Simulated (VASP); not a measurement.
Runs of VASP 6.6.1 on CdTe. The structure is cubic, space group F-43m (No. 216). Conventional cell: a = 6.410 Å, b = 6.410 Å, c = 6.410 Å, α = 90.00°, β = 90.00°, γ = 90.00°. Cd (site symmetry -43m) has 4 Te at 2.78 Å within 3.7 Å. Te (site symmetry -43m) has 4 Cd at 2.78 Å within 3.7 Å. 

```csv
level,grid for exact exchange (PRECFOCK),share of exact exchange,screening parameter,gap on the mesh (eV),pressure (GPa)
PBE-based global hybrid with 15 % exact exchange,Normal,0.15,-,(a),3.9
PBE-based screened hybrid with 45 % exact exchange,Normal,0.45,0.5 1/Å,1.54,3.6
HF,Normal,1,-,6.82,(c)
PBE-based global hybrid with 50 % exact exchange,Normal,0.5,-,3.94,2.1
PBE,-,-,-,(b),4.6
```

Alike in all rows: task single point; potentials or basis VASP PAW PBE potentials, release 64 (Cd, Te); no spin polarisation; cell as given; k mesh 4 × 4 × 4; cutoff (eV) 520; smearing gaussian 0.05 eV.

Problem. Estimate the missing entries.

Solution. (a) 1.75; (b) 0.86; (c) 6.1.

Caveats: all runs use coarse meshes; spin-orbit coupling is left out, which moves the levels of the heavy elements; the PAW data sets were made with another functional, which shifts forces and pressure a little (at least some runs).

A k mesh can miss the band edges, and the runs leave out spin-orbit coupling on Cd, Te.
